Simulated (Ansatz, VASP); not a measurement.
One calculation of CoIrC4N4, two programs

```
Co Ir C N
1.0
     5.79691    0.00000    0.00000
     0.00000    5.79691    0.00000
     0.00000    0.00000    5.79691
Co Ir C N
1 1 4 4
Direct
  0.50000 0.50000 0.50000
  0.00000 0.00000 0.00000
  0.19451 0.19451 0.19451
  0.19451 0.80549 0.80549
  0.80549 0.19451 0.80549
  0.80549 0.80549 0.19451
  0.31215 0.31215 0.31215
  0.31215 0.68785 0.68785
  0.68785 0.31215 0.68785
  0.68785 0.68785 0.31215
```

Alike in both runs: task relaxation of cell and atoms; functional PBE; k mesh 8 × 8 × 8; occupations gaussian, width 0.1 eV; collinear spin.

```csv
,VASP,Ansatz
version,VASP 6.6.1,Ansatz 0.2.0
potentials or method,"VASP PAW PBE potentials, release 64 (Co, Ir, C, N), cutoff 600 eV","scalar-relativistic, plane waves, PAW"
valence electrons in the cell,54,70
```

|  | VASP | Ansatz | Ansatz less VASP |
| --- | --- | --- | --- |
| gap on the k mesh at the Fermi level, each at its own relaxed structure (eV) | none | none | - |
| net moment per atom (μB) | 0.01 | 0.01 | +0.001 |
| size of the moment on the site where the two differ most (μB) | 1.17 | 0.63 | -0.546 |
| relaxed volume (Å³/atom) | 19.45 | 19.41 | -0.039 |
| relaxed length of the cell vector where the two differ most in proportion (Å) | 5.794 | 5.790 | -0.0039 |

Site moments also hang on the region over which each program counts them. A gap of «none» marks a metal or a gap that the smearing closes. VASP's potentials hold 54 valence electrons a cell and Ansatz's 70, so a difference there can come from the potentials and not from the codes.

Spin-orbit coupling is off throughout. Noted on VASP's run: the standard files for N, O and F lose accuracy on very short bonds.
